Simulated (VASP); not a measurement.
# GaAs: single point with LDA

GaAs:

```
As Ga
1.0
     0.00000    2.76914    2.76914
     2.76914    0.00000    2.76914
     2.76914    2.76914    0.00000
As Ga
1 1
Cartesian
  4.1537 4.1537 4.1537
  0.0000 0.0000 0.0000
```

```
Program                : VASP 6.6.1
Task                   : single point
Functional             : LDA
Potentials or basis    : VASP PAW LDA potentials, release 64 (As, Ga_d)
Cutoff                 : 520 eV
k mesh                 : 8 × 8 × 8
Occupations            : fermi-dirac, width 0.05 eV
Spin                   : no spin polarisation
Dipole correction      : no
Further INCAR settings : ALGO = Normal; EDIFF = 1e-07; NBANDS = 16
```

| Item | Value |
| --- | --- |
| Pressure | 3.2 GPa |
| Band gap on the k mesh | 0.81 eV, direct |

Levels at points of the mesh, in eV from the valence-band top:
| k point | band 6 | band 7 | band 8 | band 9 | band 10 | band 11 | band 12 | band 13 |
| --- | --- | --- | --- | --- | --- | --- | --- | --- |
| (0.00, 0.00, 0.00) | -13.23 | 0.00 | 0.00 | 0.00 | 0.81 | 3.68 | 3.68 | 3.68 |
| (0.50, 0.00, 0.00) | -11.26 | -7.04 | -1.24 | -1.24 | 1.04 | 4.60 | 4.60 | 7.62 |
| (0.50, 0.50, 0.00) | -10.44 | -7.17 | -2.92 | -2.92 | 1.22 | 1.51 | 10.54 | 10.54 |

Run time: 26 s on 1 thread of Intel Xeon 6975P-C (shared host), peak memory 0.16 GiB.

A k mesh can miss the band edges. LDA gaps usually lie below the measured ones, often by a third to a half.
